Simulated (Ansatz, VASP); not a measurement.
# One calculation of Cd3HgSe4, two programs

INCAR

```
PREC     = Accurate       # precision mode
ENCUT    = 520            # plane-wave cutoff, eV
EDIFF    = 1E-7           # SCF threshold, eV
ISMEAR   = 0              # smearing method
SIGMA    = 0.1            # smearing width, eV
LREAL    = False          # projectors in reciprocal space
LASPH    = True           # aspherical terms in the spheres
NELM     = 100            # most SCF steps
ALGO     = Normal         # electronic algorithm
ISIF     = 2              # what is computed and relaxed
LWAVE    = False          # write WAVECAR
LCHARG   = False          # write CHGCAR
GGA      = PE             # functional
NBANDS   = 46             # bands
```

Contents of KPOINTS:

```
regular mesh
0
Gamma
  4 4 2
```

Contents of POSCAR:

```
Cd3HgSe4
1.0
    4.2166723600      0.0000000000      0.0000000000
    0.0000000000      4.2166723600      0.0000000000
    0.0000000000      0.0000000000     11.9265504700
Cd Hg Se
3 1 4
Direct
    0.0000000000      0.0000000000      0.7500000000
    0.0000000000      0.0000000000      0.2500000000
    0.5000000000      0.5000000000      0.5000000000
    0.5000000000      0.5000000000      0.0000000000
    0.5000000000      0.0000000000      0.8750000000
    0.0000000000      0.5000000000      0.1250000000
    0.5000000000      0.0000000000      0.3750000000
    0.0000000000      0.5000000000      0.6250000000
```

Input for Ansatz:

```yaml
crystal:
  lattice:
    - [4.21667236, 0.0, 0.0]
    - [0.0, 4.21667236, 0.0]
    - [0.0, 0.0, 11.92655047]
  atoms:
    - { symbol: Cd, position: [0.0, 0.0, 0.75] }
    - { symbol: Cd, position: [0.0, 0.0, 0.25] }
    - { symbol: Cd, position: [0.5, 0.5, 0.5] }
    - { symbol: Hg, position: [0.5, 0.5, 0.0] }
    - { symbol: Se, position: [0.5, 0.0, 0.875] }
    - { symbol: Se, position: [0.0, 0.5, 0.125] }
    - { symbol: Se, position: [0.5, 0.0, 0.375] }
    - { symbol: Se, position: [0.0, 0.5, 0.625] }
basis:
  ecutwfc: 420
kpoints:
  mp_grid: { grid: [4, 4, 2] }
hamiltonian:
  xc: pbe
scf:
  occupations: { method: gaussian, width: 0.1 }
  lower_state_search: "off"
output:
  forces: true
  stress: true
  eigenvalues: true
```

Alike in both runs: task single point; functional PBE; k mesh 4 × 4 × 2; occupations gaussian, width 0.1 eV; no spin polarisation.

|  | VASP | Ansatz |
| --- | --- | --- |
| version | VASP 6.6.1 | Ansatz 0.2.0 |
| potentials or method | VASP PAW PBE potentials, release 64 (Cd, Hg, Se), cutoff 520 eV | scalar-relativistic, plane waves, PAW |
| valence electrons in the cell | 72 | 144 |

|  | VASP | Ansatz | Ansatz less VASP |
| --- | --- | --- | --- |
| gap on the k mesh at the Fermi level (eV) | 0.29 | 0.29 | -0.002 |
| least direct gap on the mesh (eV) | 0.29 | 0.29 | -0.002 |
| pressure (GPa) | 7.8 | 7.4 | -0.42 |
| traceless stress, the component that is largest in VASP (GPa) | -0.20 | -0.20 | +0.001 |
| rms of the force components (eV/Å) | 0.071 | 0.070 | -0.0013 |

Atom by atom the forces differ by 0.001 eV/Å (rms over components). VASP's potentials hold 72 valence electrons a cell and Ansatz's 144, so a difference there can come from the potentials and not from the codes.

Neither program's run includes spin-orbit coupling.
